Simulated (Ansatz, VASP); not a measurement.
**SbS in VASP and in Ansatz**

The input INCAR:

```
PREC = Accurate
ENCUT = 600
EDIFF = 1E-6
ISMEAR = 0
SIGMA = 0.1
LREAL = False
LASPH = True
NELM = 100
ALGO = Normal
ISIF = 3
LWAVE = False
LCHARG = False
GGA = PE
IBRION = 2
NSW = 100
EDIFFG = -0.01
LUSENCCL = False
```

File KPOINTS:

```
regular mesh
0
Gamma
  20 20 20
```

POSCAR

```
SbS
1.0
   -2.0555841661      2.0555841661      2.8754337514
    2.0555841661     -2.0555841661      2.8754337514
    2.0555841661      2.0555841661     -2.8754337514
Sb S
1 1
Direct
    0.0000000000      0.0000000000      0.0000000000
    0.5000000000      0.5000000000      0.0000000000
```

Input for Ansatz:

```yaml
crystal:
  lattice:
    - [-2.0555841661, 2.0555841661, 2.8754337514]
    - [2.0555841661, -2.0555841661, 2.8754337514]
    - [2.0555841661, 2.0555841661, -2.8754337514]
  atoms:
    - { symbol: Sb, position: [0.0, 0.0, 0.0] }
    - { symbol: S, position: [0.5, 0.5, 0.0] }
basis:
  ecutwfc: 420
kpoints:
  mp_grid: { grid: [20, 20, 20] }
hamiltonian:
  xc: pbe
scf:
  occupations: { method: gaussian, width: 0.1 }
output:
  forces: true
  stress: true
  eigenvalues: true
relax:
  adjacent_minimum: "off"
  f_tol: 0.01
  max_steps: 80
  cell: { stress_tol: 0.05 }
```

Alike in both runs: task relaxation of cell and atoms; functional PBE; k mesh 20 × 20 × 20; occupations gaussian, width 0.1 eV; no spin polarisation.

|  | VASP | Ansatz |
| --- | --- | --- |
| version | VASP 6.6.1 | Ansatz 0.2.0 |
| potentials or method | VASP PAW PBE potentials, release 64 (Sb, S), cutoff 600 eV | scalar-relativistic, plane waves, PAW |
| valence electrons in the cell | 11 | 21 |

|  | VASP | Ansatz | Ansatz less VASP |
| --- | --- | --- | --- |
| gap on the k mesh at the Fermi level, each at its own relaxed structure (eV) | none | none | - |
| relaxed volume (Å³/atom) | 24.12 | 24.20 | +0.080 |
| relaxed length of the cell vector where the two differ most in proportion (Å) | 4.086 | 4.091 | +0.0047 |

A gap of «none» marks a metal or a gap that the smearing closes. VASP's potentials hold 11 valence electrons a cell and Ansatz's 21, so a difference there can come from the potentials and not from the codes.

Spin-orbit coupling is off throughout.
